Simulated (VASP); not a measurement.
# C62N (a cell with a defect) in VASP: single point with PBE

Aim: the single point of C62N (a cell with a defect) with PBE.

Everything below comes from runs of VASP 6.6.1. Logs are shortened: lines on timing, memory, paths and dates and some standing lists are left out, and cuts for length are marked.

### 1 The cell of the first run

The cell holds a defect, 63 atoms: a = 7.140 Å, b = 7.140 Å, c = 7.140 Å, α = 90.00°, β = 90.00°, γ = 90.00°.

### 2 Single point, PBE

Contents of INCAR:

```
SYSTEM = C62N
ALGO = Normal ; EDIFF = 1E-7
ENCUT = 520 ; GGA = PE
ISIF = 2 ; ISMEAR = 0
LASPH = .True. ; LCHARG = .False.
LREAL = Auto ; LWAVE = .False.
NBANDS = 164 ; NELECT = 254.0
NELM = 60 ; PREC = Accurate
SIGMA = 0.05
```

Contents of KPOINTS:

```
k-points
0
Gamma
  2 2 2
  0 0 0
```

Contents of POSCAR:

```
C62N
1.0
    7.1400000000      0.0000000000      0.0000000000
    0.0000000000      7.1400000000      0.0000000000
    0.0000000000      0.0000000000      7.1400000000
C N
62 1
Direct
    0.5010076967      0.0001475669     -0.0002801421
    0.6262398329      0.1252904340      0.1248666831
    0.7507973278      0.2504734971     -0.0009959884
    0.8792155538      0.3736990038      0.1272601199
    0.7507984923     -0.0005610687      0.2500365579
    0.8792878816      0.1277791570      0.3732686446
    0.0020820481     -0.0010415415     -0.0014638923
    0.1252514372      0.1257282299      0.1252782738
    0.2510341039      0.2500997362     -0.0001952977
    0.3754227858      0.3758777879      0.1252962176
    0.5021747214      0.4990724719     -0.0014463657
    0.6269359633      0.6246404071      0.1256815574
    0.7513302390      0.7498249807      0.0004671365
    0.8765180208      0.8742124449      0.1256733244
    0.2510234016      0.0002669158      0.2497012013
    0.3754240567      0.1257298560      0.3754878667
    0.5008985955      0.2501091452      0.2496916579
    0.6260555863      0.3750129540      0.3745717937
    0.7532679112      0.4988433653      0.2519310365
    0.8764028733      0.6247509947      0.3805417706
    0.5021932401     -0.0010482909      0.4986390557
    0.6269569025      0.1260865289      0.6241912225
    0.7532822151      0.2523593338      0.4983934165
    0.8763932043      0.3809549455      0.6243295076
    0.7513448703      0.0008992097      0.7493787519
    0.8765246625      0.1261075567      0.8737636454
    0.0016428322      0.4994887850      0.0009136816
    0.1274218502      0.6218819330      0.1273144576
    0.2506798702      0.7503408713     -0.0009758336
    0.3758564110      0.8749099404      0.1248747718
   -0.0045151695      0.2412035950      0.2406523114
    0.2599286034      0.5055657165      0.2407477146
    0.3733802484      0.6218778656      0.3732855368
    0.5016887587      0.7503458516      0.2500353840
    0.6261511010      0.8750069302      0.3746960238
    0.0016731610      0.0013819016      0.4990549964
    0.1274617060      0.1277491116      0.6214707104
    0.2600546352      0.2411629928      0.5052983262
    0.3734302699      0.3736984280      0.6215036081
    0.4997791749      0.4995022832      0.4990564141
    0.6247235283      0.6250849150      0.6246395317
    0.7496775459      0.7514736223      0.4999194100
    0.8760839440      0.8764427203      0.6246354505
    0.2506848884     -0.0005801433      0.7499177434
    0.3758617362      0.1252800949      0.8744740727
    0.5017374339      0.2504609885      0.7499307056
    0.6261500934      0.3751028288      0.8745833036
    0.7496788717      0.5003407771      0.7510443371
    0.8760692307      0.6250809277      0.8759858709
    0.0023196715      0.7478680399      0.2519451191
    0.1261470661      0.8750943071      0.3745867658
    0.1201893981      0.6247571526      0.6243414651
    0.2487831220      0.7478615244      0.4984053364
    0.3750555425      0.8741863334      0.6241962772
    0.0023132860      0.2523577104      0.7474454346
    0.1261318952      0.3750003811      0.8746541025
    0.2487738240      0.4988342539      0.7474471422
    0.3750389595      0.6246326534      0.8737861251
    0.5002469538      0.7498202694      0.7493896893
    0.6259293906      0.8752282595      0.8747937679
    0.0007992542      0.7514625722      0.7510380374
    0.1260356932      0.8749846684      0.8745766759
   -0.0098177057      0.5109334147      0.5105419775
```

Potentials or basis: VASP PAW PBE potentials, release 64 (C, N).

Started as:

```
cat potpaw_PBE.64/C/POTCAR potpaw_PBE.64/N/POTCAR > POTCAR
mpirun -np 1 vasp_std > vasp.out
```

OUTCAR:

```text
SYSTEM = C62N
   EDIFF = 1E-7
   ENCUT = 520
   GGA = PE
   ISIF = 2
   ISMEAR = 0
   LASPH = .True.
   LREAL = Auto
   NELECT = 254.0
   NELM = 60
   PREC = Accurate

 ion  position               nearest neighbor table
   1  0.501  0.000  1.000-  60 1.54   2 1.55  45 1.55  30 1.55
   2  0.626  0.125  0.125-  17 1.55   1 1.55   5 1.55   3 1.55
   3  0.751  0.250  0.999-  47 1.54  26 1.55   2 1.55   4 1.57
   4  0.879  0.374  0.127-  31 1.50  27 1.54  19 1.55   3 1.57
   5  0.751  0.999  0.250-  35 1.54  14 1.55   2 1.55   6 1.57
   6  0.879  0.128  0.373-  31 1.50  36 1.54  23 1.55   5 1.57
[... 22 lines left out ...]
  29  0.251  0.750  0.999-  62 1.54  58 1.55  30 1.55  28 1.57
  30  0.376  0.875  0.125-  15 1.55   1 1.55  34 1.55  29 1.55
[... 10 lines left out ...]
  41  0.625  0.625  0.625-  59 1.54  42 1.55  48 1.55  40 1.55
  42  0.750  0.751  0.500-  35 1.53  20 1.54  41 1.55  43 1.55
  43  0.876  0.876  0.625-  25 1.54  42 1.55  61 1.55  36 1.55
  44  0.251  0.999  0.750-  62 1.54  54 1.55  45 1.55  37 1.57
[... 16 lines left out ...]
  61  0.001  0.751  0.751-  62 1.53  52 1.54  49 1.55  43 1.55
  62  0.126  0.875  0.875-   7 1.53  61 1.53  29 1.54  44 1.54
  63  0.990  0.511  0.511-  24 1.48  20 1.48  52 1.48

  LATTYP: Found a simple cubic cell.
 ALAT       =     7.1400000000

  Lattice vectors:

 A1 = (   7.1400000000,   0.0000000000,   0.0000000000)
 A2 = (   0.0000000000,   7.1400000000,   0.0000000000)
 A3 = (   0.0000000000,   0.0000000000,   7.1400000000)

Analysis of symmetry for initial positions (statically):
=====================================================================
 Subroutine PRICEL returns:
 Original cell was already a primitive cell.

 Routine SETGRP: Setting up the symmetry group for a
 simple cubic supercell.

 Subroutine GETGRP returns: Found  1 space group operations
 (whereof  1 operations were pure point group operations)
 out of a pool of 48 trial point group operations.

The static configuration has the point symmetry C_1 .

Analysis of symmetry for dynamics (positions and initial velocities):
=====================================================================
 Subroutine PRICEL returns:
 Original cell was already a primitive cell.

 Routine SETGRP: Setting up the symmetry group for a
 simple cubic supercell.

 Subroutine GETGRP returns: Found  1 space group operations
 (whereof  1 operations were pure point group operations)
 out of a pool of 48 trial point group operations.

The dynamic configuration has the point symmetry C_1 .

 Subroutine INISYM returns: Found  1 space group operations
 (whereof  1 operations are pure point group operations),
 and found     1 'primitive' translations

----------------------------------------------------------------------------------------

                                     Primitive cell

  volume of cell :     363.9943

  direct lattice vectors                    reciprocal lattice vectors
     7.140000000  0.000000000  0.000000000     0.140056022  0.000000000  0.000000000
     0.000000000  7.140000000  0.000000000     0.000000000  0.140056022  0.000000000
     0.000000000  0.000000000  7.140000000     0.000000000  0.000000000  0.140056022

  length of vectors
     7.140000000  7.140000000  7.140000000     0.140056022  0.140056022  0.140056022

  position of ions in fractional coordinates (direct lattice)
     0.501007697  0.000147567  0.999719858
     0.626239833  0.125290434  0.124866683
     0.750797328  0.250473497  0.999004012
     0.879215554  0.373699004  0.127260120
     0.750798492  0.999438931  0.250036558
     0.879287882  0.127779157  0.373268645
[... 55 lines left out ...]
     0.126035693  0.874984668  0.874576676
     0.990182294  0.510933415  0.510541977

  ion indices of the primitive-cell ions
   primitive index   ion index
                 1           1
                 2           2
                 3           3
                 4           4
                 5           5
                 6           6
[... 55 lines left out ...]
                62          62
                63          63

----------------------------------------------------------------------------------------

 KPOINTS: k-points

Automatic generation of k-mesh.
 Grid dimensions read from file:
 generate k-points for:    2    2    2

 Generating k-lattice:

  Cartesian coordinates                     Fractional coordinates (reciprocal lattice)
     0.070028011  0.000000000  0.000000000     0.500000000  0.000000000  0.000000000
     0.000000000  0.070028011  0.000000000     0.000000000  0.500000000  0.000000000
     0.000000000  0.000000000  0.070028011     0.000000000  0.000000000  0.500000000

  Length of vectors
     0.070028011  0.070028011  0.070028011

  Shift w.r.t. Gamma in fractional coordinates (k-lattice)
     0.000000000  0.000000000  0.000000000

 Subroutine IBZKPT returns following result:
 ===========================================

 Found      8 irreducible k-points:

 Following reciprocal coordinates:
            Coordinates               Weight
  0.000000  0.000000  0.000000      1.000000
  0.500000  0.000000  0.000000      1.000000
  0.000000  0.500000  0.000000      1.000000
  0.000000  0.000000  0.500000      1.000000
  0.500000  0.500000  0.000000      1.000000
  0.000000  0.500000  0.500000      1.000000
  0.500000  0.000000  0.500000      1.000000
  0.500000  0.500000  0.500000      1.000000
   k-points           NKPTS =      8   k-points in BZ     NKDIM =      8   number of bands    NBANDS=    164
   number of dos      NEDOS =    301   number of ions     NIONS =     63
   total plane-waves  NPLWV = 157464
   dimension x,y,z NGX =    54 NGY =   54 NGZ =   54
   dimension x,y,z NGXF=   108 NGYF=  108 NGZF=  108
   ions per type =              62   1
   NGX,Y,Z   is equivalent  to a cutoff of  12.57, 12.57, 12.57 a.u.
   NGXF,Y,Z  is equivalent  to a cutoff of  25.15, 25.15, 25.15 a.u.
 SYSTEM =  C62N
   PREC   = accura    normal or accurate (medium, high low for compatibility)
   ISTART =      0    job   : 0-new  1-cont  2-samecut
   ICHARG =      2    charge: 1-file 2-atom 10-const
   ISPIN  =      1    spin polarized calculation?
   LNONCOLLINEAR =      F non collinear calculations
   LSORBIT =      F    spin-orbit coupling
   LASPH  =      T    aspherical Exc in radial PAW
   ENCUT  =  520.0 eV  38.22 Ry    6.18 a.u.  13.28 13.28 13.28*2*pi/ulx,y,z
   NELM   =     60;   NELMIN=  2; NELMDL= -5     # of ELM steps
   EDIFF  = 0.1E-06   stopping-criterion for ELM
   LREAL  =      T    real-space projection
   EDIFFG = 0.1E-05   stopping-criterion for IOM
   NSW    =      0    number of steps for IOM
   IBRION =     -1    ionic relax: 0-MD 1-quasi-New 2-CG
   NFREE  =      0    steps in history (QN), initial steepest desc. (CG)
   ISIF   =      2    stress and relaxation
   ISYM   =      2    0-nonsym 1-usesym 2-fastsym
   POTIM  = 0.5000    time-step for ionic-motion
   TEBEG  =    0.0;   TEEND  =   0.0 temperature during run
   PSTRESS=    0.0 pullay stress
   NELECT =     254.0000    total number of electrons
   NUPDOWN=      -1.0000    fix difference up-down
   EMIN   =  10.00;   EMAX   =-10.00  energy-range for DOS
   EFERMI =   0.00;   METHOD = LEGACY
   ISMEAR =     0;   SIGMA  =   0.05  broadening in eV -4-tet -1-fermi 0-gaus
   EFERMI_NEDOS =   21; number of points for ismear=-14 and -15
   IALGO  =     38    algorithm
   IMIX   =      4    mixing-type and parameters
     AMIX     =   0.40;   BMIX     =  1.00
     AMIX_MAG =   1.60;   BMIX_MAG =  1.00
  volume/ion in A,a.u.               =       5.78        38.99
  Fermi-wavevector in a.u.,A,eV,Ry     =   1.452071  2.744016 28.688024  2.108510
  Thomas-Fermi vector in A             =   2.569495
   LORBIT       =      0    0 simple, 1 ext, 2 COOP (PROOUT), +10 PAW based schemes
   GGA     = PE    functional components
   LHFCALC =     F    Hartree Fock is set to
   AEXX    =    0.0000 exact exchange contribution
   IVDW    =     0    specifies the selected vdW correction
   LEPSILON=     F    determine dielectric tensor
   LRPA    =     F    only Hartree local field effects (RPA)
 non-spin polarized calculation
 Gauss-broadening in eV      SIGMA  =   0.05
  energy-cutoff  :      520.00
  volume of cell :      363.99
 maximum number of plane-waves:      9808
 NGX is ok and might be reduce to    54
   NGX = 27   NGY = 27   NGZ = 27

 number of electron     253.9999993 magnetization

 Free energy of the ion-electron system (eV)
  ---------------------------------------------------
  ext. energy  EPLUGINS =         0.00000000
  ---------------------------------------------------
  free energy    TOTEN  =      -554.77320662 eV

  energy without entropy =     -554.75954762  energy(sigma->0) =     -554.76637712

 E-fermi :  11.5919     XC(G=0): -13.1700

 val. band max:       11.5832291900   @ k =   0.0000   0.0000   0.5000
 cond. band min:      11.6465188817   @ k =   0.5000   0.0000   0.5000
 fundamental gap:      0.0632896917
 Fermi energy:        11.5919438739

 k-point     1 :       0.0000    0.0000    0.0000
  band No.  band energies     occupation
      1     -12.1304      2.00000
      2     -10.5542      2.00000
      3      -9.8352      2.00000
      4      -9.8350      2.00000
      5      -9.7232      2.00000
      6      -9.7230      2.00000
[... 1125 lines left out ...]
    138      15.4014      0.00000
    139      15.4015      0.00000
 [bands above 139 left out]

------------------------ aborting loop because EDIFF is reached ----------------------------------------

  FORCE on cell =-STRESS in cart. coord.  units (eV):
  Direction    XX          YY          ZZ          XY          YZ          ZX
  --------------------------------------------------------------------------------------
  -------------------------------------------------------------------------------------
  Total       16.6377967     16.5931443     16.6789642     -3.7691730      3.7358403     -3.7240140
  in kB       73.2338322     73.0372879     73.4150371    -16.5905970     16.4438779    -16.3918230
  external PRESSURE =      73.2287191 kB  Pullay stress =       0.0000000 kB

 VOLUME and BASIS-vectors are now :
 -----------------------------------------------------------------------------
  energy-cutoff  :      520.00
  volume of cell :      363.99
      direct lattice vectors                 reciprocal lattice vectors
     7.140000000  0.000000000  0.000000000     0.140056022  0.000000000  0.000000000
     0.000000000  7.140000000  0.000000000     0.000000000  0.140056022  0.000000000
     0.000000000  0.000000000  7.140000000     0.000000000  0.000000000  0.140056022

 POSITION                                       TOTAL-FORCE (eV/Angst)
 -----------------------------------------------------------------------------------
      3.57719      0.00105      7.13800        -0.007229     -0.001968      0.000553
      4.47135      0.89457      0.89155        -0.006182     -0.001343      0.001084
      5.36069      1.78838      7.13289         0.007828      0.005421      0.006752
      6.27760      2.66821      0.90864         0.002626      0.014819     -0.004795
      5.36070      7.13599      1.78526         0.010609      0.011106      0.006909
      6.27812      0.91234      2.66514        -0.007181     -0.011893      0.009791
[... 55 lines left out ...]
      0.89989      6.24739      6.24448        -0.006400     -0.004122     -0.000038
      7.06990      3.64806      3.64527        -0.003463      0.014441      0.008325
 -----------------------------------------------------------------------------------
    total drift:                               -0.087557     -0.030783     -0.013157

  FREE ENERGIE OF THE ION-ELECTRON SYSTEM (eV)
  ---------------------------------------------------
  free  energy   TOTEN  =      -554.7732066215 eV

  energy  without entropy=     -554.7595476181  energy(sigma->0) =     -554.76637712
```

Run time: 13 min. Hardware: 1 thread of AMD EPYC 7R13 (Zen 3), shared host; peak memory 0.54 GiB.

What came out:

```
Free energy   : -554.7732 eV
Largest force : 0.037 eV/Å
```

Forces in eV/Å, atoms in the order of the input:
```
C   -0.007 -0.002  0.001
C   -0.006 -0.001  0.001
C    0.008  0.005  0.007
C    0.003  0.015 -0.005
C    0.011  0.011  0.007
C   -0.007 -0.012  0.010
C   -0.010  0.007  0.002
C    0.008 -0.005 -0.004
C    0.003  0.001  0.003
C    0.005 -0.010 -0.008
C   -0.007  0.006  0.001
C    0.001 -0.004 -0.002
C   -0.002  0.001  0.000
C    0.006 -0.001  0.003
C    0.004 -0.003 -0.003
C    0.006 -0.008 -0.009
C   -0.003  0.001 -0.002
C   -0.005 -0.001  0.006
C    0.005  0.001 -0.003
C    0.007 -0.009 -0.035
C   -0.009  0.008  0.008
C    0.002  0.006 -0.004
C    0.005  0.002  0.004
C    0.007 -0.029 -0.012
C   -0.001 -0.001  0.002
C    0.008 -0.001  0.003
C   -0.008  0.003 -0.003
C   -0.013 -0.002 -0.009
C   -0.003 -0.004  0.008
C    0.000  0.007 -0.006
C    0.016  0.011  0.021
C   -0.012 -0.001  0.014
C    0.009 -0.005  0.010
C    0.000 -0.004  0.009
C   -0.002 -0.010  0.001
C   -0.002 -0.001  0.000
C   -0.013 -0.007  0.000
C   -0.017  0.013 -0.018
C    0.013  0.017 -0.001
C    0.005 -0.002  0.012
C   -0.001 -0.006  0.000
C    0.004  0.002  0.010
C    0.005 -0.002 -0.009
C   -0.003  0.009 -0.004
C   -0.001 -0.007  0.008
C   -0.004  0.007 -0.005
C   -0.002  0.005 -0.003
C   -0.002  0.009 -0.002
C    0.002 -0.008  0.003
C   -0.001 -0.003 -0.002
C   -0.007  0.001  0.001
C    0.030 -0.013 -0.017
C   -0.003 -0.007  0.003
C   -0.002  0.006 -0.004
C    0.002  0.000 -0.003
C   -0.004  0.002  0.007
C    0.002  0.002 -0.003
C    0.001 -0.006  0.001
C    0.000  0.004  0.001
C   -0.001 -0.008 -0.002
C   -0.009  0.005  0.000
C   -0.006 -0.004  0.000
N   -0.003  0.014  0.008
```

Caveat: the k points lie up to 0.44 Å⁻¹ apart; the cell carries a net charge on a neutralising background, which shifts energy and pressure; the cell is charged against a uniform background, so pressure and absolute levels hang on convention.
